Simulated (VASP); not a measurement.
Runs of VASP 6.6.1 on C. The structure is that of space group Cm (No. 8), or close to it. The cells are those of the table. 

```tsv
cell	gap on the mesh (eV)	pressure (GPa)	largest force (eV/Å)
a = 2.518, b = 2.518, c = 16.708 Å, angles 84.6, 84.6, 60.0°, 16 atoms	(a)	3.3	(b)
a = 2.518, b = 2.518, c = 16.625 Å, angles 87.8, 87.8, 60.0°, 16 atoms	2.31	1.1	4.78
a = 2.518, b = 2.518, c = 16.645 Å, angles 86.7, 86.7, 60.0°, 16 atoms	0.03	2.8	5.51
a = 2.518, b = 2.518, c = 16.613 Å, angles 88.9, 88.9, 60.0°, 16 atoms	4.22	0.6	2.54
```

Alike in all rows: task single point; level PBE; potentials or basis VASP PAW PBE potentials, release 64 (C); no spin polarisation; k mesh 10 × 10 × 2; cutoff (eV) 520; smearing gaussian 0.05 eV.

Estimate the missing entries.

(a) none; (b) 4.01.

Caveats: forces of over 1 eV/Å act on the atoms, so gaps and moduli don't describe the material at rest.

A k mesh can miss the band edges.
